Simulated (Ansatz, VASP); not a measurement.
One calculation of SrO, two programs

File INCAR:

```
SYSTEM = SrO
PREC = Accurate
ENCUT = 520
EDIFF = 1E-6
ISMEAR = 0
SIGMA = 0.05
LREAL = .FALSE.
LASPH = .TRUE.
NELM = 80
ALGO = Normal
ISIF = 2
LWAVE = .FALSE.
LCHARG = .FALSE.
GGA = PE
NBANDS = 15
```

File KPOINTS:

```
Automatic mesh
0
G
  8 8 8
  0 0 0
```

Contents of POSCAR:

```
SrO
1.0
    0.0449715000      2.5698000000      2.5698000000
    2.6147715000      0.0000000000      2.6147715000
    2.5698000000      2.5698000000      0.0449715000
Sr O
1 1
Direct
    0.0000000000      0.0000000000      0.0000000000
    0.5000000000      0.5000000000      0.5000000000
```

Input for Ansatz:

```yaml
crystal:
  lattice:
    - [0.0449715, 2.5698, 2.5698]
    - [2.6147715, 0.0, 2.6147715]
    - [2.5698, 2.5698, 0.0449715]
  atoms:
    - { symbol: Sr, position: [0.0, 0.0, 0.0] }
    - { symbol: O, position: [0.5, 0.5, 0.5] }
basis:
  ecutwfc: 420
kpoints:
  mp_grid: { grid: [8, 8, 8] }
hamiltonian:
  xc: pbe
scf:
  occupations: { method: gaussian, width: 0.05 }
output:
  forces: true
  stress: true
  eigenvalues: true
```

Change from the starting cell: strain +0.0350 x Voigt [0, 0, 0, 0, 1, 0], atoms carried along.

Alike in both runs: task single point; functional PBE; k mesh 8 × 8 × 8; occupations gaussian, width 0.05 eV; no spin polarisation.

|  | VASP | Ansatz |
| --- | --- | --- |
| version | VASP 6.6.1 | Ansatz 0.2.0 |
| potentials or method | VASP PAW PBE potentials, release 64 (Sr_sv, O), cutoff 520 eV | scalar-relativistic, plane waves, PAW |
| valence electrons in the cell | 16 | 16 |

```csv
,VASP,Ansatz,Ansatz less VASP
gap on the k mesh at the Fermi level (eV),3.22,3.27,+0.049
least direct gap on the mesh (eV),3.30,3.34,+0.039
pressure (GPa),3.5,2.9,-0.59
"traceless stress, the component that is largest in VASP (GPa)",-1.90,-1.90,-0.002
```
